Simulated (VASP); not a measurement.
Write the native input for VASP 6.6.1 that does the following.

```
Task                   : relaxation of cell and atoms
Functional             : BLYP
Dispersion             : D3(BJ)
Potentials or basis    : VASP PAW PBE potentials, release 64 (C_h, O_h)
Cutoff                 : 1340 eV
k mesh                 : 5 × 5 × 5
Occupations            : gaussian, width 0.01 eV
Spin                   : no spin polarisation
Dipole correction      : no
Further INCAR settings : ALGO = Normal; EDIFF = 1e-07; IBRION = 2; EDIFFG = -0.03; NSW = 80; ISIF = 3
```

The structure of CO2 lies in POSCAR:

```
CO2
1.0
    3.5161000000      0.0000000000      0.0000000000
    0.0000000000      3.5161000000      0.0000000000
    0.0000000000      0.0000000000      4.1043000000
C O
2 4
Direct
    0.0000000000      0.0000000000      0.0000000000
    0.5000000000      0.5000000000      0.5000000000
    0.2300000000      0.2300000000      0.0000000000
    0.2700000000      0.7300000000      0.5000000000
    0.7700000000      0.7700000000      0.0000000000
    0.7300000000      0.2700000000      0.5000000000
```

One way to write it, as run:

INCAR

```
PREC = Accurate ; ENCUT = 1340
EDIFF = 1E-7 ; ISMEAR = 0
SIGMA = 0.01 ; LREAL = False
LASPH = True ; NELM = 120
ALGO = Normal ; ISIF = 3
LWAVE = False ; LCHARG = False
GGA = B5 ; ALDAX = 1.0
AGGAX = 1.0 ; AGGAC = 1.0
ALDAC = 0.0 ; IVDW = 12
VDW_S6 = 1.0 ; VDW_S8 = 2.6996
VDW_A1 = 0.4298 ; VDW_A2 = 4.2359
IBRION = 2 ; NSW = 80
EDIFFG = -0.03 ; GGA_COMPAT = False
NELMIN = 4
```

KPOINTS

```
Automatic mesh
0
Gamma
  5 5 5
```

Potentials or basis: VASP PAW PBE potentials, release 64 (C_h, O_h).

Command:

```bash
$ cat potpaw_PBE.64/C_h/POTCAR potpaw_PBE.64/O_h/POTCAR > POTCAR
$ mpirun -np 1 vasp_std > vasp.out
```

Results of the run:

```json
{
 "Relaxed volume": "14.44 Å³/atom",
 "Relaxed cell": "a = 4.230 Å, b = 4.230 Å, c = 4.841 Å, α = 90.00°, β = 90.00°, γ = 90.00°",
 "Space group after relaxing (to 0.1 Å)": "P4_2/mnm (No. 136)",
 "Energy gained by relaxing": "283.0 meV/atom",
 "Ionic steps": "17",
 "Pressure after relaxing": "-0.1 GPa",
 "Largest force after relaxing": "0.004 eV/Å",
 "Band gap on the k mesh": "6.52 eV (least direct gap 6.93 eV)",
 "Dispersion energy per atom": "-0.130 eV"
}
```

Caveat: the volume moved by over 15 % at a fixed basis, so the end points are rough; the PAW data sets were made with another functional, which shifts forces and pressure a little.

It took 17 min on 1 thread of Intel(R) Xeon(R) Platinum 8259CL CPU @ 2.50GHz (Skylake/Cascade Lake) (shared host), peak memory 0.33 GiB.
